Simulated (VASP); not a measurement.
# Mg (P6_3/mmc) in VASP: a series of runs, part 2 of 2

VASP 6.6.1. Earlier steps stand in the parts before.

### Step 5. Single point, PBE

This run uses another cell than the first one, of 25.87 Å³/atom.

File INCAR:

```
PREC     = Accurate       # precision mode
ENCUT    = 520            # plane-wave cutoff, eV
EDIFF    = 1E-6           # SCF threshold, eV
ISMEAR   = -1             # smearing method
SIGMA    = 0.05           # smearing width, eV
LREAL    = False          # projectors in reciprocal space
LASPH    = True           # aspherical terms in the spheres
NELM     = 100            # most SCF steps
ALGO     = Normal         # electronic algorithm
ISIF     = 2              # what is computed and relaxed
LWAVE    = False          # write WAVECAR
LCHARG   = False          # write CHGCAR
GGA      = PE             # functional
NBANDS   = 12             # bands
```

File KPOINTS:

```
regular mesh
0
Gamma
  8 8 5
```

File POSCAR:

```
Mg
1.0
    4.5405517165      0.0000000000      0.0000000000
   -2.2702758583      3.9322331337      0.0000000000
    0.0000000000      0.0000000000      5.7968061987
Mg
4
Direct
    0.0000000000      0.0000000000      0.0000000000
    0.0000000000      0.0000000000      0.5000000000
    0.3333333333      0.6666666667      0.2500000000
    0.6666666667      0.3333333333      0.7500000000
```

Potentials or basis: VASP PAW PBE potentials, release 64 (Mg).

On the command line:

```sh
> cat potpaw_PBE.64/Mg/POTCAR > POTCAR
> mpirun -np 1 vasp_std > vasp.out
```

OUTCAR:

```text
PREC = Accurate
   ENCUT = 520
   EDIFF = 1E-6
   ISMEAR = -1
   LREAL = False
   LASPH = True
   NELM = 100
   ISIF = 2
   GGA = PE

 ion  position               nearest neighbor table
   1  0.000  0.000  0.000-   2 2.90   2 2.90   4 3.00   3 3.00   4 3.00   3 3.00   4 3.00   3 3.00

   2  0.000  0.000  0.500-   1 2.90   1 2.90   4 3.00   3 3.00   4 3.00   3 3.00   4 3.00   3 3.00

   3  0.333  0.667  0.250-   1 3.00   2 3.00   1 3.00   2 3.00   1 3.00   2 3.00
   4  0.667  0.333  0.750-   1 3.00   2 3.00   1 3.00   2 3.00   1 3.00   2 3.00

  LATTYP: Found a hexagonal cell.
 ALAT       =     4.5405517165
 C/A-ratio  =     1.2766744133

  Lattice vectors:

 A1 = (   4.5405517165,   0.0000000000,   0.0000000000)
 A2 = (  -2.2702758583,   3.9322331337,   0.0000000000)
 A3 = (   0.0000000000,   0.0000000000,   5.7968061987)

Analysis of symmetry for initial positions (statically):
=====================================================================
 Subroutine PRICEL returns:
 Original cell was already a primitive cell.

[... 189 lines left out ...]
      6       4.7310      0.00000
      7       4.7310      0.00000
      8       5.5679      0.00000
      9       6.8868      0.00000
     10       7.8611      0.00000
     11       7.8611      0.00000
     12       8.2084      0.00000
[... 331 lines left out ...]
 k-point    24 :       0.3750    0.0000    0.4000
  band No.  band energies     occupation
      1      -2.4878      2.00000
      2      -1.6294      2.00000
      3      -0.0498      2.00000
      4       0.7714      2.00000
      5       2.9071      0.00000
      6       3.7049      0.00000
      7       3.9231      0.00000
      8       4.4452      0.00000
      9       5.8111      0.00000
     10       7.6739      0.00000
     11       7.7896      0.00000
     12       9.3346      0.00000

 [... further k-points ...]

------------------------ aborting loop because EDIFF is reached ----------------------------------------

  FORCE on cell =-STRESS in cart. coord.  units (eV):
  Direction    XX          YY          ZZ          XY          YZ          ZX
  --------------------------------------------------------------------------------------
  -------------------------------------------------------------------------------------
  Total        1.5022332      1.5022332      1.5166992     -0.0000000      0.0000000      0.0000000
  in kB       23.2547285     23.2547285     23.4786632     -0.0000000      0.0000000      0.0000000
  external PRESSURE =      23.3293734 kB  Pullay stress =       0.0000000 kB

 VOLUME and BASIS-vectors are now :
 -----------------------------------------------------------------------------
  energy-cutoff  :      520.00
  volume of cell :      103.50
      direct lattice vectors                 reciprocal lattice vectors
     4.540551716  0.000000000  0.000000000     0.220237553  0.127154211  0.000000000
    -2.270275858  3.932233134  0.000000000     0.000000000  0.254308421  0.000000000
     0.000000000  0.000000000  5.796806199     0.000000000  0.000000000  0.172508786

 POSITION                                       TOTAL-FORCE (eV/Angst)
 -----------------------------------------------------------------------------------
      0.00000      0.00000      0.00000         0.000000     -0.000000      0.000000
      0.00000      0.00000      2.89840         0.000000     -0.000000      0.000000
     -0.00000      2.62149      1.44920         0.000000      0.000000     -0.000000
      2.27028      1.31074      4.34760        -0.000000     -0.000000      0.000000
 -----------------------------------------------------------------------------------
    total drift:                                0.000000     -0.000000     -0.000000

  FREE ENERGIE OF THE ION-ELECTRON SYSTEM (eV)
  ---------------------------------------------------
  free  energy   TOTEN  =        -4.6907603814 eV

  energy  without entropy=       -4.6761974736  energy(sigma->0) =       -4.68347893
```

OSZICAR:

```text
N       E                     dE             d eps       ncg     rms          rms(c)
DAV:   1     0.405177998671E+01    0.40518E+01   -0.24852E+03   720   0.467E+02
DAV:   2    -0.446446344712E+01   -0.85162E+01   -0.81127E+01   872   0.505E+01
DAV:   3    -0.472932247713E+01   -0.26486E+00   -0.26314E+00   960   0.693E+00
DAV:   4    -0.473092472566E+01   -0.16022E-02   -0.16021E-02   848   0.646E-01
DAV:   5    -0.473094338050E+01   -0.18655E-04   -0.18655E-04   928   0.736E-02    0.124E+00
DAV:   6    -0.470702316369E+01    0.23920E-01   -0.14220E-02   824   0.434E-01    0.773E-01
DAV:   7    -0.469107809541E+01    0.15945E-01   -0.34626E-02   804   0.698E-01    0.732E-02
DAV:   8    -0.469078626124E+01    0.29183E-03   -0.33659E-03   816   0.226E-01    0.203E-02
DAV:   9    -0.469075670868E+01    0.29553E-04   -0.91991E-05   868   0.388E-02    0.852E-03
DAV:  10    -0.469076079288E+01   -0.40842E-05   -0.59317E-06   900   0.118E-02    0.187E-03
DAV:  11    -0.469076038137E+01    0.41151E-06   -0.78716E-07   496   0.281E-03
   1 F= -.46907604E+01 E0= -.46834789E+01  d E =-.145629E-01
```

Run time: 49 s. Hardware: 1 thread of AMD EPYC 7R13, shared host; peak memory 0.2 GiB.

What came out:

- Free energy: -4.6908 eV
- Pressure: 2.3 GPa
- Band gap on the k mesh: zero (bands 4 and 5 overlap by 3.88 eV)

Levels at points of the mesh, in eV from the Fermi level:
| k point | band 1 | band 2 | band 3 | band 4 | band 5 | band 6 | band 7 | band 8 | band 9 |
| --- | --- | --- | --- | --- | --- | --- | --- | --- | --- |
| (0.00, 0.00, 0.00) | -6.32 | -2.09 | -1.84 | 2.07 | 2.07 | 2.92 | 2.92 | 3.75 | 5.07 |
| (0.50, 0.00, 0.00) | -4.25 | -3.60 | -0.42 | 0.32 | 0.42 | 0.53 | 0.57 | 1.89 | 4.20 |

### Step 6. Single point, PBE

This run uses another cell than the first one, of 28.12 Å³/atom.

File INCAR:

```
  ALGO = Normal
  EDIFF = 1E-6
  ENCUT = 520
  GGA = PE
  ISIF = 2
  ISMEAR = -1
  LASPH = T
  LCHARG = F
  LREAL = F
  LWAVE = F
  NBANDS = 12
  NELM = 80
  PREC = Accurate
  SIGMA = 0.05
```

File KPOINTS:

```
k-points
0
Gamma
  8 8 5
```

File POSCAR:

```
Mg
1.0
    4.6891517503      0.0000000000      0.0000000000
   -2.3445758752      4.0609245380      0.0000000000
    0.0000000000      0.0000000000      5.9078523361
Mg
4
Direct
    0.0000000000      0.0000000000      0.0000000000
    0.0000000000      0.0000000000      0.5000000000
    0.3333333333      0.6666666667      0.2500000000
    0.6666666667      0.3333333333      0.7500000000
```

Potentials or basis: VASP PAW PBE potentials, release 64 (Mg).

On the command line:

```sh
> cat potpaw_PBE.64/Mg/POTCAR > POTCAR
> mpirun -np 1 vasp_std > vasp.out
```

Run time: 47 s. Hardware: 1 thread of AMD EPYC 7R13, shared host; peak memory 0.2 GiB.

Results (log left out):

- Free energy: -4.7500 eV
- Pressure: -0.1 GPa
- Band gap on the k mesh: zero (bands 4 and 5 overlap by 3.55 eV)

Levels at points of the mesh, in eV from the Fermi level:
```csv
k point,band 1,band 2,band 3,band 4,band 5,band 6,band 7,band 8
"(0.00, 0.00, 0.00)",-6.04,-1.98,-1.71,1.87,1.87,2.72,2.72,3.34
"(0.50, 0.00, 0.00)",-4.13,-3.45,-0.39,0.24,0.38,0.47,0.47,1.90
```

### Step 7. Summary

```csv
cell,gap on the mesh (eV),pressure (GPa)
"a = 4.165, b = 4.165, c = 6.290 Å, angles 90.0, 90.0, 120.0°, 4 atoms",none,5.0
"a = 4.541, b = 4.541, c = 5.797 Å, angles 90.0, 90.0, 120.0°, 4 atoms",none,2.3
"a = 4.689, b = 4.689, c = 5.908 Å, angles 90.0, 90.0, 120.0°, 4 atoms",none,-0.1
```

Alike in all rows: task single point; level PBE; potentials or basis VASP PAW PBE potentials, release 64 (Mg); no spin polarisation; k mesh 8 × 8 × 5; cutoff (eV) 520; smearing fermi-dirac 0.05 eV.

Caveats: the cell stands under pressure (at least some runs).

Total energies depend on the potentials used, so only differences within one code and one set of settings carry meaning.
